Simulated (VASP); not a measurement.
**RbBr: single point with LDA**

RbBr:

```
Rb Br
1.0
     0.00000    3.42700    3.42700
     3.42700    0.00000    3.42700
     3.42700    3.42700    0.00000
Rb Br
1 1
Direct
  0.00000 0.00000 0.00000
  0.50000 0.50000 0.50000
```

```yaml
Program: VASP 6.6.1
Task: single point
Functional: LDA
Potentials_or_basis: VASP PAW LDA potentials, release 64 (Rb_sv, Br)
Cutoff: 500 eV
k_mesh: 4 × 4 × 4
Occupations: gaussian, width 0.01 eV
Spin: no spin polarisation
Dipole_correction: no
Further_INCAR_settings: ALGO = Normal; EDIFF = 1e-06; NBANDS = 15
```

| Quantity | Value |
| --- | --- |
| Pressure | -1.2 GPa |
| Band gap on the k mesh | 3.96 eV, direct |

Levels at points of the mesh, in eV from the valence-band top:
```
           k point  band 5  band 6  band 7  band 8  band 9  band 10  band 11  band 12
(0.00, 0.00, 0.00)   -8.41    0.00    0.00    0.00    3.96     7.03     7.03     7.03
(0.50, 0.00, 0.00)   -8.37   -1.06   -0.38   -0.38    6.46     7.41     9.26     9.26
(0.50, 0.50, 0.00)   -8.49   -0.50   -0.17   -0.17    5.30     6.80     8.82     9.06
```

Wall time 11 s on 1 thread of Intel Xeon 8259CL, with other jobs on the host, peak memory 0.17 GiB.

As with any semilocal functional, this LDA gap is likely too small.
